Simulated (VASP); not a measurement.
# TiCo3 (Pm-3m) in VASP: notebook

The runs below take TiCo3 through single point, with PBEsol.

All numbers are computed with VASP 6.6.1; they aren't measurements. Logs are shortened: lines on timing, memory, paths and dates and some standing lists are left out, and cuts for length are marked.

## Step 1: The cell of the first run

It takes space group Pm-3m (No. 221, cubic). The conventional cell has a = 3.795 Å, b = 3.795 Å, c = 3.795 Å, α = 90.00°, β = 90.00°, γ = 90.00°. Within 3.5 Å of Ti (site symmetry m-3m) lie 12 Co at 2.68 Å. Within 3.5 Å of Co (site symmetry 4/mmm) lie 4 Ti at 2.68 Å and 8 Co at 2.68 Å.

## Step 2: Single point, PBEsol (13.66 Å³/atom)

INCAR

```
SYSTEM = TiCo3
PREC = Accurate
ENCUT = 520
EDIFF = 1E-6
ISMEAR = -1
SIGMA = 0.05
LREAL = .FALSE.
LASPH = .TRUE.
NELM = 60
ALGO = Normal
ISIF = 2
LWAVE = .FALSE.
LCHARG = .FALSE.
GGA = PS
NBANDS = 28
```

KPOINTS

```
regular mesh
0
G
  10 10 10
  0 0 0
```

POSCAR

```
TiCo3
1.0
    3.7947537506      0.0000000000      0.0000000000
    0.0000000000      3.7947537506      0.0000000000
    0.0000000000      0.0000000000      3.7947537506
Ti Co
1 3
Direct
    0.0000000000      0.0000000000      0.0000000000
    0.0000000000      0.5000000000      0.5000000000
    0.5000000000      0.0000000000      0.5000000000
    0.5000000000      0.5000000000      0.0000000000
```

Potentials or basis: VASP PAW PBE potentials, release 64 (Ti_sv, Co).

The run is started by

```bash
$ cat potpaw_PBE.64/Ti_sv/POTCAR potpaw_PBE.64/Co/POTCAR > POTCAR
$ mpirun -np 1 vasp_std > vasp.out
```

OUTCAR:

```text
SYSTEM = TiCo3
   PREC = Accurate
   ENCUT = 520
   EDIFF = 1E-6
   ISMEAR = -1
   LREAL = .FALSE.
   LASPH = .TRUE.
   NELM = 60
   ISIF = 2
   GGA = PS

 ion  position               nearest neighbor table
   1  0.000  0.000  0.000-   2 2.68   3 2.68   4 2.68   2 2.68   3 2.68   2 2.68   4 2.68   2 2.68
                             3 2.68   4 2.68   3 2.68   4 2.68
   2  0.000  0.500  0.500-   1 2.68   3 2.68   4 2.68   1 2.68   4 2.68   1 2.68   3 2.68   1 2.68
                             3 2.68   4 2.68   4 2.68   3 2.68
   3  0.500  0.000  0.500-   1 2.68   2 2.68   4 2.68   1 2.68   4 2.68   2 2.68   4 2.68   4 2.68
                             1 2.68   2 2.68   1 2.68   2 2.68
   4  0.500  0.500  0.000-   1 2.68   2 2.68   3 2.68   2 2.68   3 2.68   1 2.68   3 2.68   3 2.68
                             1 2.68   2 2.68   2 2.68   1 2.68

  LATTYP: Found a simple cubic cell.
 ALAT       =     3.7947537506

  Lattice vectors:

 A1 = (   3.7947537506,   0.0000000000,   0.0000000000)
 A2 = (   0.0000000000,   3.7947537506,   0.0000000000)
 A3 = (   0.0000000000,   0.0000000000,   3.7947537506)

Analysis of symmetry for initial positions (statically):
=====================================================================
 Subroutine PRICEL returns:
 Original cell was already a primitive cell.

 Routine SETGRP: Setting up the symmetry group for a
 simple cubic supercell.

 Subroutine GETGRP returns: Found 48 space group operations
 (whereof 48 operations were pure point group operations)
 out of a pool of 48 trial point group operations.

The static configuration has the point symmetry O_h .

Analysis of symmetry for dynamics (positions and initial velocities):
=====================================================================
 Subroutine PRICEL returns:
 Original cell was already a primitive cell.

 Routine SETGRP: Setting up the symmetry group for a
 simple cubic supercell.

 Subroutine GETGRP returns: Found 48 space group operations
 (whereof 48 operations were pure point group operations)
 out of a pool of 48 trial point group operations.

The dynamic configuration has the point symmetry O_h .

 Subroutine INISYM returns: Found 48 space group operations
 (whereof 48 operations are pure point group operations),
 and found     1 'primitive' translations

----------------------------------------------------------------------------------------

                                     Primitive cell

  volume of cell :      54.6450

  direct lattice vectors                    reciprocal lattice vectors
     3.794753751  0.000000000  0.000000000     0.263521711  0.000000000  0.000000000
     0.000000000  3.794753751  0.000000000     0.000000000  0.263521711  0.000000000
     0.000000000  0.000000000  3.794753751     0.000000000  0.000000000  0.263521711

  length of vectors
     3.794753751  3.794753751  3.794753751     0.263521711  0.263521711  0.263521711

  position of ions in fractional coordinates (direct lattice)
     0.000000000  0.000000000  0.000000000
     0.000000000  0.500000000  0.500000000
     0.500000000  0.000000000  0.500000000
     0.500000000  0.500000000  0.000000000

  ion indices of the primitive-cell ions
   primitive index   ion index
                 1           1
                 2           2
                 3           3
                 4           4

----------------------------------------------------------------------------------------

 KPOINTS: regular mesh

Automatic generation of k-mesh.
 Grid dimensions read from file:
 generate k-points for:   10   10   10

 Generating k-lattice:

  Cartesian coordinates                     Fractional coordinates (reciprocal lattice)
     0.026352171  0.000000000  0.000000000     0.100000000  0.000000000  0.000000000
     0.000000000  0.026352171  0.000000000     0.000000000  0.100000000  0.000000000
     0.000000000  0.000000000  0.026352171     0.000000000  0.000000000  0.100000000

  Length of vectors
     0.026352171  0.026352171  0.026352171

  Shift w.r.t. Gamma in fractional coordinates (k-lattice)
     0.000000000  0.000000000  0.000000000

 Subroutine IBZKPT returns following result:
 ===========================================

 Found     56 irreducible k-points:

 Following reciprocal coordinates:
            Coordinates               Weight
  0.000000  0.000000  0.000000      1.000000
  0.100000  0.000000  0.000000      6.000000
  0.200000  0.000000  0.000000      6.000000
  0.300000  0.000000  0.000000      6.000000
  0.400000  0.000000  0.000000      6.000000
  0.500000  0.000000  0.000000      3.000000
[... 16 lines left out ...]
  0.200000  0.100000  0.100000     24.000000
  0.300000  0.100000  0.100000     24.000000
 [... further k-points ...]
   k-points           NKPTS =     56   k-points in BZ     NKDIM =     56   number of bands    NBANDS=     28
   number of dos      NEDOS =    301   number of ions     NIONS =      4
   total plane-waves  NPLWV =  21952
   dimension x,y,z NGX =    28 NGY =   28 NGZ =   28
   dimension x,y,z NGXF=    56 NGYF=   56 NGZF=   56
   ions per type =               1   3
   NGX,Y,Z   is equivalent  to a cutoff of  12.27, 12.27, 12.27 a.u.
   NGXF,Y,Z  is equivalent  to a cutoff of  24.53, 24.53, 24.53 a.u.
 SYSTEM =  TiCo3
   PREC   = accura    normal or accurate (medium, high low for compatibility)
   ISTART =      0    job   : 0-new  1-cont  2-samecut
   ICHARG =      2    charge: 1-file 2-atom 10-const
   ISPIN  =      1    spin polarized calculation?
   LNONCOLLINEAR =      F non collinear calculations
   LSORBIT =      F    spin-orbit coupling
   LASPH  =      T    aspherical Exc in radial PAW
   ENCUT  =  520.0 eV  38.22 Ry    6.18 a.u.   7.06  7.06  7.06*2*pi/ulx,y,z
   NELM   =     60;   NELMIN=  2; NELMDL= -5     # of ELM steps
   EDIFF  = 0.1E-05   stopping-criterion for ELM
   LREAL  =      F    real-space projection
   EDIFFG = 0.1E-04   stopping-criterion for IOM
   NSW    =      0    number of steps for IOM
   IBRION =     -1    ionic relax: 0-MD 1-quasi-New 2-CG
   NFREE  =      0    steps in history (QN), initial steepest desc. (CG)
   ISIF   =      2    stress and relaxation
   ISYM   =      2    0-nonsym 1-usesym 2-fastsym
   POTIM  = 0.5000    time-step for ionic-motion
   TEBEG  =    0.0;   TEEND  =   0.0 temperature during run
   PSTRESS=    0.0 pullay stress
   NELECT =      39.0000    total number of electrons
   NUPDOWN=      -1.0000    fix difference up-down
   EMIN   =  10.00;   EMAX   =-10.00  energy-range for DOS
   EFERMI =   0.00;   METHOD = LEGACY
   ISMEAR =    -1;   SIGMA  =   0.05  broadening in eV -4-tet -1-fermi 0-gaus
   EFERMI_NEDOS =   21; number of points for ismear=-14 and -15
   IALGO  =     38    algorithm
   IMIX   =      4    mixing-type and parameters
     AMIX     =   0.40;   BMIX     =  1.00
     AMIX_MAG =   1.60;   BMIX_MAG =  1.00
  volume/ion in A,a.u.               =      13.66        92.19
  Fermi-wavevector in a.u.,A,eV,Ry     =   1.463006  2.764680 29.121726  2.140386
  Thomas-Fermi vector in A             =   2.579152
   LORBIT       =      0    0 simple, 1 ext, 2 COOP (PROOUT), +10 PAW based schemes
   GGA     = PS    functional components
   LHFCALC =     F    Hartree Fock is set to
   AEXX    =    0.0000 exact exchange contribution
   IVDW    =     0    specifies the selected vdW correction
   LEPSILON=     F    determine dielectric tensor
   LRPA    =     F    only Hartree local field effects (RPA)
 non-spin polarized calculation
  energy-cutoff  :      520.00
  volume of cell :       54.65
 maximum number of plane-waves:      1492
   NGX = 15   NGY = 15   NGZ = 15

 number of electron      39.0000006 magnetization

 Free energy of the ion-electron system (eV)
  ---------------------------------------------------
  ext. energy  EPLUGINS =         0.00000000
  ---------------------------------------------------
  free energy    TOTEN  =       -31.38420074 eV

  energy without entropy =      -31.32140580  energy(sigma->0) =      -31.35280327

 E-fermi :   7.8179     XC(G=0): -12.4418

 val. band max:        7.8118493019   @ k =   0.5000   0.1000   0.0000
 cond. band min:       7.8238206653   @ k =   0.4000   0.3000   0.0000
 fundamental gap:      0.0119713634
 Fermi energy:         7.8179015731

 k-point     1 :       0.0000    0.0000    0.0000
  band No.  band energies     occupation
      1     -48.8251      2.00000
      2     -25.1364      2.00000
      3     -25.1364      2.00000
      4     -25.1364      2.00000
      5       0.6600      2.00000
      6       4.4729      2.00000
[... 20 lines left out ...]
     27      10.6831      0.00000
     28      10.6831      0.00000

 k-point     2 :       0.1000    0.0000    0.0000
  band No.  band energies     occupation
      1     -48.8249      2.00000
      2     -25.1392      2.00000
      3     -25.1365      2.00000
      4     -25.1365      2.00000
      5       0.7765      2.00000
      6       4.5027      2.00000
[... 20 lines left out ...]
     27      11.4222      0.00000
     28      11.4222      0.00000

 k-point     3 :       0.2000    0.0000    0.0000
  band No.  band energies     occupation
      1     -48.8245      2.00000
      2     -25.1464      2.00000
      3     -25.1366      2.00000
      4     -25.1366      2.00000
      5       1.1202      2.00000
      6       4.5367      2.00000
[... 20 lines left out ...]
     27      12.3668      0.00000
     28      12.3668      0.00000

 k-point     4 :       0.3000    0.0000    0.0000
  band No.  band energies     occupation
      1     -48.8240      2.00000
      2     -25.1553      2.00000
      3     -25.1367      2.00000
      4     -25.1367      2.00000
      5       1.6722      2.00000
      6       4.4159      2.00000
[... 578 lines left out ...]
     27      11.3581      0.00000
     28      11.7192      0.00000

 k-point    23 :       0.2000    0.1000    0.1000
  band No.  band energies     occupation
      1     -48.8243      2.00000
      2     -25.1463      2.00000
      3     -25.1394      2.00000
      4     -25.1387      2.00000
      5       1.3426      2.00000
      6       4.6732      2.00000
[... 20 lines left out ...]
     27      12.1744      0.00000
     28      12.2790      0.00000

 k-point    24 :       0.3000    0.1000    0.1000
  band No.  band energies     occupation
      1     -48.8238      2.00000
      2     -25.1548      2.00000
      3     -25.1395      2.00000
      4     -25.1387      2.00000
      5       1.8825      2.00000
      6       4.5668      2.00000
[... 20 lines left out ...]
     27      13.0756      0.00000
     28      13.0816      0.00000

 [... further k-points ...]

------------------------ aborting loop because EDIFF is reached ----------------------------------------

  FORCE on cell =-STRESS in cart. coord.  units (eV):
  Direction    XX          YY          ZZ          XY          YZ          ZX
  --------------------------------------------------------------------------------------
  -------------------------------------------------------------------------------------
  Total      -10.9906221    -10.9906221    -10.9906221     -0.0000000     -0.0000000      0.0000000
  in kB     -322.2419397   -322.2419397   -322.2419397     -0.0000000     -0.0000000      0.0000000
  external PRESSURE =    -322.2419397 kB  Pullay stress =       0.0000000 kB

 VOLUME and BASIS-vectors are now :
 -----------------------------------------------------------------------------
  energy-cutoff  :      520.00
  volume of cell :       54.65
      direct lattice vectors                 reciprocal lattice vectors
     3.794753751  0.000000000  0.000000000     0.263521711  0.000000000  0.000000000
     0.000000000  3.794753751  0.000000000     0.000000000  0.263521711  0.000000000
     0.000000000  0.000000000  3.794753751     0.000000000  0.000000000  0.263521711

 POSITION                                       TOTAL-FORCE (eV/Angst)
 -----------------------------------------------------------------------------------
      0.00000      0.00000      0.00000         0.000000      0.000000      0.000000
      0.00000      1.89738      1.89738         0.000000      0.000000      0.000000
      1.89738      0.00000      1.89738         0.000000      0.000000      0.000000
      1.89738      1.89738      0.00000         0.000000      0.000000      0.000000
 -----------------------------------------------------------------------------------
    total drift:                                0.000000      0.000000      0.000000

  FREE ENERGIE OF THE ION-ELECTRON SYSTEM (eV)
  ---------------------------------------------------
  free  energy   TOTEN  =       -31.3842007374 eV

  energy  without entropy=      -31.3214057977  energy(sigma->0) =      -31.35280327
```

Run time: 98 s. Hardware: 1 thread of Intel Xeon 8259CL, shared host; peak memory 0.21 GiB.

What came out:

- Free energy: -31.3842 eV
- Pressure: -32.2 GPa
- Band gap on the k mesh: zero (an odd number of electrons rules out a gap without spin polarisation)

Caveat: the cell stands under tension; the PAW data sets were made with another functional, which shifts forces and pressure a little; the run has no spin polarisation, though such a crystal can be magnetic.

(Part 1 of 2 ends here.)
